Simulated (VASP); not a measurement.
Set up this calculation in VASP 6.6.1, as the native input.

```
Task                   : single point
Functional             : PBEsol
Potentials or basis    : VASP PAW PBE potentials, release 64 (Ta_pv, Si)
Cutoff                 : 520 eV
k mesh                 : 6 × 6 × 1
Occupations            : gaussian, width 0.1 eV
Spin                   : no spin polarisation
Dipole correction      : yes
Further INCAR settings : ALGO = Normal; EDIFF = 1e-06; NBANDS = 50
```

The structure of TaSi2 lies in POSCAR:

```
TaSi2
1.0
    4.7799993800      0.0000000000      0.0000000000
   -2.3899996900      4.1396008900      0.0000000000
    0.0000000000      0.0000000000     24.5639999405
Ta Si
4 8
Direct
    0.5000000000      0.5000000000      0.3663898397
    0.0000000000      0.5000000000      0.4554632799
    0.5000000000      0.0000000000      0.5440712346
    0.5000000000      0.5000000000      0.6300489006
    0.1666500000      0.8333500000      0.3663898397
    0.8333500000      0.1666500000      0.3663898397
    0.6667000000      0.8333500000      0.4554632799
    0.3333000000      0.1666500000      0.4554632799
    0.8412332029      0.6852966370      0.5446958282
    0.1587667971      0.3147033630      0.5446958282
    0.1711645599      0.8256962851      0.6368310145
    0.8288354401      0.1743037149      0.6368310145
```

The input as run:

INCAR

```
SYSTEM = TaSi2
PREC = Accurate
ENCUT = 520
EDIFF = 1E-6
ISMEAR = 0
SIGMA = 0.1
LREAL = .False.
LASPH = .True.
NELM = 100
ALGO = Normal
ISIF = 2
LWAVE = .False.
LCHARG = .False.
LDIPOL = .True.
IDIPOL = 3
DIPOL = 0.5 0.5 0.500
GGA = PS
NBANDS = 50
```

KPOINTS

```
regular mesh
0
Gamma
  6 6 1
  0 0 0
```

Potentials or basis: VASP PAW PBE potentials, release 64 (Ta_pv, Si).

Run with:

```bash
$ cat potpaw_PBE.64/Ta_pv/POTCAR potpaw_PBE.64/Si/POTCAR > POTCAR
$ mpirun -np 1 vasp_std > vasp.out
```

It gave:

```
Largest force          : 1.080 eV/Å
Band gap on the k mesh : zero (bands 38 and 39 overlap by 0.40 eV)
```

Caveat: the PAW data sets were made with another functional, which shifts forces and pressure a little; spin-orbit coupling is left out, which moves the levels of the heavy elements.

Wall time 19 min on 1 thread of Intel(R) Xeon(R) Platinum 8488C (Sapphire Rapids) (shared host), peak memory 0.75 GiB.
